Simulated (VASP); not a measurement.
Runs of VASP 6.6.1 on Cu. The structure is that of space group P6_3/mmc (No. 194), or close to it. The cells are those of the table. This isn't the form of Cu at room conditions, which is fcc.

```tsv
task	cell	k mesh	cutoff (eV)	gap on the mesh (eV)	pressure (GPa)
single point	a = 2.685, b = 2.685, c = 4.402 Å, angles 90.0, 90.0, 120.0°, 2 atoms	15 × 15 × 8	520	none	-6.8
single point	a = 2.718, b = 2.718, c = 4.456 Å, angles 90.0, 90.0, 120.0°, 2 atoms	15 × 15 × 8	520	none	-9.3
single point	a = 2.617, b = 2.617, c = 4.290 Å, angles 90.0, 90.0, 120.0°, 2 atoms	14 × 14 × 8	520	none	0.6
single point	a = 2.652, b = 2.652, c = 4.347 Å, angles 90.0, 90.0, 120.0°, 2 atoms	15 × 15 × 8	520	none	(a)
relaxation of cell and atoms	relaxed from a = 2.556, b = 2.556, c = 4.174 Å, angles 90.0, 90.0, 120.0°, 2 atoms	14 × 14 × 8	600	none	0.0
```

Alike in all rows: level BLYP; potentials or basis VASP PAW PBE potentials, release 64 (Cu); no spin polarisation; smearing fermi-dirac 0.1 eV.

**Question.** Fill in the values left out.

**Answer.** (a) -3.4.

Caveats: the PAW data sets were made with another functional, which shifts forces and pressure a little; the cell stands under tension (at least some runs).

A gap of «none» marks levels without a gap at the run's occupations.
